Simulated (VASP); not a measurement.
# MnSi (rocksalt type) in VASP: a series of runs

MnSi (rocksalt type) is run at these levels: PBE; tasks: electric field gradients, density of states.

All numbers are computed with VASP 6.6.1; they aren't measurements. Logs are shortened: lines on timing, memory, paths and dates and some standing lists are left out, and cuts for length are marked.

### Step 1. The cell of the first run

Symmetry: I4/mmm, No. 139, tetragonal system. The conventional cell has a = 3.357 Å, b = 3.357 Å, c = 4.845 Å, α = 90.00°, β = 90.00°, γ = 90.00°. Mn (site symmetry 4/mmm) has 6 Si at 2.37 to 2.42 Å within 3.1 Å. Within 3.1 Å of Si (site symmetry 4/mmm) lie 6 Mn at 2.37 to 2.42 Å.

### Step 2. Electric field gradients, PBE, collinear spin, ferromagnetic start (x and y stretched by -2 %, z held)

INCAR reads:

```
SYSTEM = MnSi
ALGO = Normal
EDIFF = 1E-8
ENCUT = 520
GGA = PE
ISIF = 2
ISMEAR = -1
ISPIN = 2
LASPH = .True.
LCHARG = .False.
LEFG = .True.
LMAXMIX = 4
LORBIT = 11
LREAL = .False.
LWAVE = .False.
MAGMOM = 4 0
NBANDS = 20
NELM = 150
PREC = Accurate
SIGMA = 0.05
```

KPOINTS reads:

```
k-points
0
Gamma
  15 15 15
  0 0 0
```

POSCAR reads:

```
MnSi
1.0
    0.0000000000      2.3740455864      2.4224954964
    2.3740455864      0.0000000000      2.4224954964
    2.3740455864      2.3740455864      0.0000000000
Mn Si
1 1
Direct
    0.0000000000      0.0000000000      0.0000000000
    0.5000000000      0.5000000000      0.5000000000
```

Potentials or basis: VASP PAW PBE potentials, release 64 (Mn_pv, Si).

The run is started by

```console
cat potpaw_PBE.64/Mn_pv/POTCAR potpaw_PBE.64/Si/POTCAR > POTCAR
mpirun -np 1 vasp_std > vasp.out
```

OUTCAR:

```text
SYSTEM = MnSi
   EDIFF = 1E-8
   ENCUT = 520
   GGA = PE
   ISIF = 2
   ISMEAR = -1
   ISPIN = 2
   LASPH = .True.
   LORBIT = 11
   LREAL = .False.
   NELM = 150
   PREC = Accurate

 ion  position               nearest neighbor table
   1  0.000  0.000  0.000-   2 2.37   2 2.37   2 2.37   2 2.37   2 2.42   2 2.42
   2  0.500  0.500  0.500-   1 2.37   1 2.37   1 2.37   1 2.37   1 2.42   1 2.42

  LATTYP: Found a body centered tetragonal cell.
 ALAT       =     3.3574074660
 C/A-ratio  =     1.4430750637

  Lattice vectors:

 A1 = (  -2.3740455864,   0.0000000000,   2.4224954964)
 A2 = (   2.3740455864,   0.0000000000,   2.4224954964)
 A3 = (   0.0000000000,   2.3740455864,  -2.4224954964)

Analysis of symmetry for initial positions (statically):
=====================================================================
 Subroutine PRICEL returns:
 Original cell was already a primitive cell.

 Routine SETGRP: Setting up the symmetry group for a
 body centered tetragonal supercell.

 Subroutine GETGRP returns: Found 16 space group operations
 (whereof 16 operations were pure point group operations)
 out of a pool of 16 trial point group operations.

The static configuration has the point symmetry D_4h.

Analysis of symmetry for dynamics (positions and initial velocities):
=====================================================================
 Subroutine PRICEL returns:
 Original cell was already a primitive cell.

 Routine SETGRP: Setting up the symmetry group for a
 body centered tetragonal supercell.

 Subroutine GETGRP returns: Found 16 space group operations
 (whereof 16 operations were pure point group operations)
 out of a pool of 16 trial point group operations.

The dynamic configuration has the point symmetry D_4h.

Analysis of structural, dynamic, and magnetic symmetry:
=====================================================================
 Subroutine PRICEL returns:
 Original cell was already a primitive cell.

 Routine SETGRP: Setting up the symmetry group for a
 body centered tetragonal supercell.

 Subroutine GETGRP returns: Found 16 space group operations
 (whereof 16 operations were pure point group operations)
 out of a pool of 16 trial point group operations.

The overall configuration has the point symmetry D_4h.

 Subroutine INISYM returns: Found 16 space group operations
 (whereof 16 operations are pure point group operations),
 and found     1 'primitive' translations

----------------------------------------------------------------------------------------

                                     Primitive cell

  volume of cell :      27.3068

  direct lattice vectors                    reciprocal lattice vectors
     0.000000000  2.374045586  2.422495496    -0.210610952  0.210610952  0.206398733
     2.374045586  0.000000000  2.422495496     0.210610952 -0.210610952  0.206398733
     2.374045586  2.374045586  0.000000000     0.210610952  0.210610952 -0.206398733

  length of vectors
     3.391839748  3.391839748  3.357407466     0.362373264  0.362373264  0.362373264

  position of ions in fractional coordinates (direct lattice)
     0.000000000  0.000000000  0.000000000
     0.500000000  0.500000000  0.500000000

  ion indices of the primitive-cell ions
   primitive index   ion index
                 1           1
                 2           2

----------------------------------------------------------------------------------------

 KPOINTS: k-points

Automatic generation of k-mesh.
 Grid dimensions read from file:
 generate k-points for:   15   15   15

 Generating k-lattice:

  Cartesian coordinates                     Fractional coordinates (reciprocal lattice)
    -0.014040730  0.014040730  0.013759916     0.066666667  0.000000000  0.000000000
[... 53 lines left out ...]
   ISPIN  =      2    spin polarized calculation?
   LNONCOLLINEAR =      F non collinear calculations
   LSORBIT =      F    spin-orbit coupling
   LASPH  =      T    aspherical Exc in radial PAW
   ENCUT  =  520.0 eV  38.22 Ry    6.18 a.u.   6.31  6.31  6.24*2*pi/ulx,y,z
   NELM   =    150;   NELMIN=  2; NELMDL= -5     # of ELM steps
   EDIFF  = 0.1E-07   stopping-criterion for ELM
   LREAL  =      F    real-space projection
   EDIFFG = 0.1E-06   stopping-criterion for IOM
   NSW    =      0    number of steps for IOM
   IBRION =     -1    ionic relax: 0-MD 1-quasi-New 2-CG
   NFREE  =      0    steps in history (QN), initial steepest desc. (CG)
   ISIF   =      2    stress and relaxation
   ISYM   =      2    0-nonsym 1-usesym 2-fastsym
   POTIM  = 0.5000    time-step for ionic-motion
   TEBEG  =    0.0;   TEEND  =   0.0 temperature during run
   PSTRESS=    0.0 pullay stress
   NELECT =      17.0000    total number of electrons
   NUPDOWN=      -1.0000    fix difference up-down
   EMIN   =  10.00;   EMAX   =-10.00  energy-range for DOS
   EFERMI =   0.00;   METHOD = LEGACY
   ISMEAR =    -1;   SIGMA  =   0.05  broadening in eV -4-tet -1-fermi 0-gaus
   EFERMI_NEDOS =   21; number of points for ismear=-14 and -15
   IALGO  =     38    algorithm
   IMIX   =      4    mixing-type and parameters
     AMIX     =   0.40;   BMIX     =  1.00
     AMIX_MAG =   1.60;   BMIX_MAG =  1.00
  volume/ion in A,a.u.               =      13.65        92.14
  Fermi-wavevector in a.u.,A,eV,Ry     =   1.397872  2.641595 26.586416  1.954046
  Thomas-Fermi vector in A             =   2.521086
   LORBIT       =     11    0 simple, 1 ext, 2 COOP (PROOUT), +10 PAW based schemes
   GGA     = PE    functional components
   LHFCALC =     F    Hartree Fock is set to
   AEXX    =    0.0000 exact exchange contribution
   IVDW    =     0    specifies the selected vdW correction
   LEPSILON=     F    determine dielectric tensor
   LRPA    =     F    only Hartree local field effects (RPA)
 spin polarized calculation
  energy-cutoff  :      520.00
  volume of cell :       27.31
 maximum number of plane-waves:       753
 NGX is ok and might be reduce to    28
   NGX = 13   NGY = 13   NGZ = 13

 number of electron      17.0000003 magnetization       2.3524691

 Free energy of the ion-electron system (eV)
  ---------------------------------------------------
  ext. energy  EPLUGINS =         0.00000000
  ---------------------------------------------------
  free energy    TOTEN  =       -14.13666651 eV

  energy without entropy =      -14.12541059  energy(sigma->0) =      -14.13103855

 E-fermi :   9.2764     XC(G=0): -11.8841

 val. band max:        9.2761265590   @ k =  -0.2000   0.0667   0.0000
 cond. band min:       9.2833407012   @ k =   0.3333  -0.0000   0.2667
 fundamental gap:      0.0072141422
 Fermi energy:         9.2764474743

 spin component 1

 k-point     1 :       0.0000    0.0000    0.0000
  band No.  band energies     occupation
      1     -39.9492      1.00000
      2     -39.9290      1.00000
      3     -39.9290      1.00000
      4      -2.5764      1.00000
      5       6.5237      1.00000
      6       6.6244      1.00000
[... 541 lines left out ...]
     19      24.2738      0.00000
     20      26.9976      0.00000

 [... further k-points ...]

 spin component 2

 k-point     1 :       0.0000    0.0000    0.0000
  band No.  band energies     occupation
      1     -37.3784      1.00000
      2     -37.3784      1.00000
      3     -37.3566      1.00000
      4      -2.5280      1.00000
      5       8.5993      1.00000
      6       8.6045      1.00000
[... 541 lines left out ...]
     19      24.6741      0.00000
     20      27.7832      0.00000

 [... further k-points ...]
[... 5 lines left out ...]
  --------------------------------------------------------------------------------------
  -------------------------------------------------------------------------------------
  Total        1.0235391      1.0235391      0.3147912      0.0000000      0.0000000      0.0000000
  in kB       60.0542791     60.0542791     18.4697966      0.0000000      0.0000000      0.0000000
  external PRESSURE =      46.1927850 kB  Pullay stress =       0.0000000 kB

 VOLUME and BASIS-vectors are now :
 -----------------------------------------------------------------------------
  energy-cutoff  :      520.00
  volume of cell :       27.31
      direct lattice vectors                 reciprocal lattice vectors
     0.000000000  2.374045586  2.422495496    -0.210610952  0.210610952  0.206398733
     2.374045586  0.000000000  2.422495496     0.210610952 -0.210610952  0.206398733
     2.374045586  2.374045586  0.000000000     0.210610952  0.210610952 -0.206398733

 POSITION                                       TOTAL-FORCE (eV/Angst)
 -----------------------------------------------------------------------------------
      0.00000      0.00000      0.00000        -0.000000     -0.000000      0.000000
      2.37405      2.37405      2.42250         0.000000      0.000000      0.000000
 -----------------------------------------------------------------------------------
    total drift:                               -0.000000     -0.000000      0.000000

  FREE ENERGIE OF THE ION-ELECTRON SYSTEM (eV)
  ---------------------------------------------------
  free  energy   TOTEN  =       -14.1366665147 eV

  energy  without entropy=      -14.1254105868  energy(sigma->0) =      -14.13103855

 Electric field gradients (V/A^2)
---------------------------------------------------------------------
 ion       V_xx      V_yy      V_zz      V_xy      V_xz      V_yz
---------------------------------------------------------------------
   1      -4.795    -4.795     9.590    -0.003    -0.002    -0.002
   2      -3.628    -3.628     7.255    -0.000    -0.000    -0.000
---------------------------------------------------------------------

 Electric field gradients after diagonalization (V/A^2)
 (convention: |V_zz| > |V_xx| > |V_yy|)
----------------------------------------------------------------------
 ion       V_xx      V_yy      V_zz     asymmetry (V_yy - V_xx)/ V_zz
----------------------------------------------------------------------
   1      -4.798    -4.791     9.590       0.001
   2      -3.628    -3.627     7.255       0.000
----------------------------------------------------------------------

           NMR quadrupolar parameters

 Cq : quadrupolar parameter    Cq=e*Q*V_zz/h
 eta: asymmetry parameters     (V_yy - V_xx)/ V_zz
 Q  : nuclear electric quadrupole moment in mb (millibarn)
----------------------------------------------------------------------
 ion       Cq(MHz)       eta       Q (mb)
----------------------------------------------------------------------
   1       0.023       0.001       1.000
   2       0.018       0.000       1.000
----------------------------------------------------------------------

 total charge

# of ion       s       p       d       tot
------------------------------------------
    1        0.327   6.271   5.257  11.854
    2        0.790   0.917   0.000   1.707
--------------------------------------------------
tot          1.117   7.187   5.257  13.561

 magnetization (x)

# of ion       s       p       d       tot
------------------------------------------
    1        0.053   0.007   2.390   2.451
    2       -0.022  -0.084   0.000  -0.105
--------------------------------------------------
tot          0.031  -0.076   2.390   2.345
```

Wall time 4 min (1 thread of Intel Xeon Platinum 8488C (Sapphire Rapids), shared host); peak memory 0.35 GiB.

What came out:

- Free energy: -14.1367 eV
- Pressure: 4.6 GPa
- Net moment: 2.35 μB per cell
- Site moments: Mn +2.45; Si -0.10 μB
- Valence electrons inside the program's atomic spheres: Mn 11.85; Si 1.71

Stress tensor (GPa, compression positive):
```
6.01 0.00 0.00
0.00 6.01 0.00
0.00 0.00 1.85
```

Levels at points of the mesh, in eV from the Fermi level:
Spin up:
```tsv
k point	band 6	band 7	band 8	band 9	band 10	band 11	band 12	band 13	band 14	band 15
(0.00, 0.00, 0.00)	-2.65	-2.65	-2.21	-2.17	3.86	3.86	3.90	10.38	10.40	10.40
```
Spin down:
```csv
k point,band 5,band 6,band 7,band 8,band 9,band 10
"(0.00, 0.00, 0.00)",-0.68,-0.67,-0.60,-0.44,-0.44,3.75
```

Electric field gradients, principal values (V/Å²):
```
atom   least  middle  greatest (by size)
1 Mn  -4.791  -4.798               9.590
2 Si  -3.627  -3.628               7.255
```

Caveat: the cell differs from its parent crystal (x and y stretched by -2 %, z held); without QUAD_EFG the Cq values of the log hold for a quadrupole moment of 1 mb, not for the nuclei.

### Step 3. Density of states, PBE, collinear spin, ferromagnetic start

This run uses another cell than the first one, of 14.22 Å³/atom, 1.041 times its volume.

POSCAR reads:

```
MnSi
1.0
    0.0000000000      2.4224953598      2.4224953598
    2.4224953598      0.0000000000      2.4224953598
    2.4224953598      2.4224953598      0.0000000000
Mn Si
1 1
Direct
    0.0000000000      0.0000000000      0.0000000000
    0.5000000000      0.5000000000      0.5000000000
```

INCAR.step1 reads:

```
PREC = Accurate
ENCUT = 520
EDIFF = 1E-7
ISMEAR = -1
SIGMA = 0.05
LREAL = False
LASPH = True
NELM = 150
ALGO = Normal
ISIF = 2
LWAVE = False
LCHARG = True
ISPIN = 2
MAGMOM = 4 0
LMAXMIX = 4
GGA = PE
NBANDS = 20
```

KPOINTS.step1 reads:

```
Automatic mesh
0
Gamma
  15 15 15
```

INCAR.step2 reads:

```
PREC = Accurate
ENCUT = 520
EDIFF = 1E-7
ISMEAR = -5
SIGMA = 0.05
LREAL = False
LASPH = True
NELM = 150
ALGO = Normal
ISIF = 2
LWAVE = False
LCHARG = False
ISPIN = 2
MAGMOM = 4 0
LORBIT = 11
LMAXMIX = 4
GGA = PE
NBANDS = 20
NEDOS = 2001
ICHARG = 11
```

KPOINTS.step2 reads:

```
Automatic mesh
0
Gamma
  23 23 23
```

Potentials or basis: VASP PAW PBE potentials, release 64 (Mn_pv, Si).

The run is started by

```console
cat potpaw_PBE.64/Mn_pv/POTCAR potpaw_PBE.64/Si/POTCAR > POTCAR
cp INCAR.step1 INCAR
cp KPOINTS.step1 KPOINTS
mpirun -np 1 vasp_std > vasp.out
cp INCAR.step2 INCAR
cp KPOINTS.step2 KPOINTS
mpirun -np 1 vasp_std > vasp.out
```

It took 7 min on 1 thread of Intel Xeon Platinum 8259CL at 2.50GHz (Skylake/Cascade Lake), shared host; peak memory 0.4 GiB.

Results (log left out):

| Item | Value |
| --- | --- |
| Net moment | 2.47 μB per cell |
| Site moments | Mn +2.57; Si -0.11 μB |
| Valence electrons inside the program's atomic spheres | Mn 11.78; Si 1.69 |

Levels at points of the mesh, in eV from the Fermi level:
Spin up:
| k point | band 7 | band 8 | band 9 | band 10 | band 11 | band 12 | band 13 | band 14 |
| --- | --- | --- | --- | --- | --- | --- | --- | --- |
| (0.00, 0.00, 0.00) | -2.69 | -2.21 | -2.21 | 3.68 | 3.68 | 3.68 | 10.14 | 10.14 |
Spin down:
```csv
k point,band 4,band 5,band 6,band 7,band 8,band 9,band 10,band 11
"(0.00, 0.00, 0.00)",-11.56,-0.59,-0.59,-0.37,-0.37,-0.37,3.54,3.54
```

Caveat: tetrahedron occupations give inexact forces and stress in metals.

### Step 4. Electric field gradients, PBE, collinear spin, ferromagnetic start

This run uses another cell than the first one, of 14.22 Å³/atom, 1.041 times its volume.

INCAR reads:

```
SYSTEM = MnSi
  PREC = Accurate
  ENCUT = 520
  EDIFF = 1E-8
  ISMEAR = -1
  SIGMA = 0.05
  LREAL = .FALSE.
  LASPH = .TRUE.
  NELM = 150
  ALGO = Normal
  ISIF = 2
  LWAVE = .FALSE.
  LCHARG = .FALSE.
  ISPIN = 2
  MAGMOM = 4 0
  LORBIT = 11
  LMAXMIX = 4
  GGA = PE
  LEFG = .TRUE.
  NBANDS = 20
```

KPOINTS reads:

```
regular mesh
0
G
  15 15 15
  0 0 0
```

POSCAR is that of step 3.

Potentials or basis: VASP PAW PBE potentials, release 64 (Mn_pv, Si).

The run is started by

```console
cat potpaw_PBE.64/Mn_pv/POTCAR potpaw_PBE.64/Si/POTCAR > POTCAR
mpirun -np 1 vasp_std > vasp.out
```

OUTCAR:

```text
SYSTEM = MnSi
   PREC = Accurate
   ENCUT = 520
   EDIFF = 1E-8
   ISMEAR = -1
   LREAL = .FALSE.
   LASPH = .TRUE.
   NELM = 150
   ISIF = 2
   ISPIN = 2
   LORBIT = 11
   GGA = PE

 ion  position               nearest neighbor table
   1  0.000  0.000  0.000-   2 2.42   2 2.42   2 2.42   2 2.42   2 2.42   2 2.42
   2  0.500  0.500  0.500-   1 2.42   1 2.42   1 2.42   1 2.42   1 2.42   1 2.42

  LATTYP: Found a face centered cubic cell.
 ALAT       =     4.8449907196

  Lattice vectors:

 A1 = (   0.0000000000,   2.4224953598,   2.4224953598)
 A2 = (   2.4224953598,   0.0000000000,   2.4224953598)
 A3 = (   2.4224953598,   2.4224953598,   0.0000000000)

Analysis of symmetry for initial positions (statically):
=====================================================================
 Subroutine PRICEL returns:
 Original cell was already a primitive cell.

 Routine SETGRP: Setting up the symmetry group for a
 face centered cubic supercell.

 Subroutine GETGRP returns: Found 48 space group operations
 (whereof 48 operations were pure point group operations)
 out of a pool of 48 trial point group operations.
[... 1320 lines left out ...]
    total drift:                               -0.000000     -0.000000      0.000000

  FREE ENERGIE OF THE ION-ELECTRON SYSTEM (eV)
  ---------------------------------------------------
  free  energy   TOTEN  =       -14.1567402038 eV

  energy  without entropy=      -14.1454058637  energy(sigma->0) =      -14.15107303

 Electric field gradients (V/A^2)
---------------------------------------------------------------------
 ion       V_xx      V_yy      V_zz      V_xy      V_xz      V_yz
---------------------------------------------------------------------
   1       0.000    -0.000    -0.000    -0.004    -0.004    -0.004
   2      -0.000    -0.000     0.000    -0.000    -0.000    -0.000
---------------------------------------------------------------------

 Electric field gradients after diagonalization (V/A^2)
 (convention: |V_zz| > |V_xx| > |V_yy|)
----------------------------------------------------------------------
 ion       V_xx      V_yy      V_zz     asymmetry (V_yy - V_xx)/ V_zz
----------------------------------------------------------------------
   1       0.004     0.004    -0.007       0.000
   2       0.000     0.000    -0.000       0.000
----------------------------------------------------------------------

           NMR quadrupolar parameters

 Cq : quadrupolar parameter    Cq=e*Q*V_zz/h
 eta: asymmetry parameters     (V_yy - V_xx)/ V_zz
 Q  : nuclear electric quadrupole moment in mb (millibarn)
----------------------------------------------------------------------
 ion       Cq(MHz)       eta       Q (mb)
----------------------------------------------------------------------
   1      -0.000       0.000       1.000
   2      -0.000       0.000       1.000
----------------------------------------------------------------------

 total charge

# of ion       s       p       d       tot
------------------------------------------
    1        0.321   6.255   5.210  11.786
    2        0.788   0.898   0.000   1.686
--------------------------------------------------
tot          1.109   7.152   5.210  13.471

 magnetization (x)

# of ion       s       p       d       tot
------------------------------------------
    1        0.056   0.008   2.511   2.574
    2       -0.022  -0.090   0.000  -0.112
--------------------------------------------------
tot          0.034  -0.082   2.511   2.462
```

Run time: 3.1 min. Hardware: 1 thread of Intel Xeon Platinum 8259CL at 2.50GHz (Skylake/Cascade Lake), shared host; peak memory 0.24 GiB.

What came out:

```
Free energy                                           : -14.1567 eV
Pressure                                              : 0.0 GPa
Net moment                                            : 2.47 μB per cell
Site moments                                          : Mn +2.57; Si -0.11 μB
Valence electrons inside the program's atomic spheres : Mn 11.79; Si 1.69
```

Caveat: without QUAD_EFG the Cq values of the log hold for a quadrupole moment of 1 mb, not for the nuclei.

### Step 5. The runs side by side

```csv
task,cell,k mesh for the DOS,occupations for the DOS,gap on the mesh (eV),pressure (GPa),moment (μB)
electric field gradients,"a = 3.392, b = 3.392, c = 3.357 Å, angles 60.3, 60.3, 59.3°, 2 atoms",-,-,none,4.6,2.35
density of states,"a = 3.426 Å, angles 60.0°, 2 atoms",23 × 23 × 23,tetrahedron,-,-,2.47
electric field gradients,"a = 3.426 Å, angles 60.0°, 2 atoms",-,-,none,0.0,2.47
```

Alike in all rows: level PBE; potentials or basis VASP PAW PBE potentials, release 64 (Mn_pv, Si); spin collinear, ferromagnetic start; k mesh 15 × 15 × 15; cutoff (eV) 520; smearing fermi-dirac 0.05 eV.

Caveats: tetrahedron occupations give inexact forces and stress in metals (some runs).

Absolute energies hang on the potentials; compare differences alone.
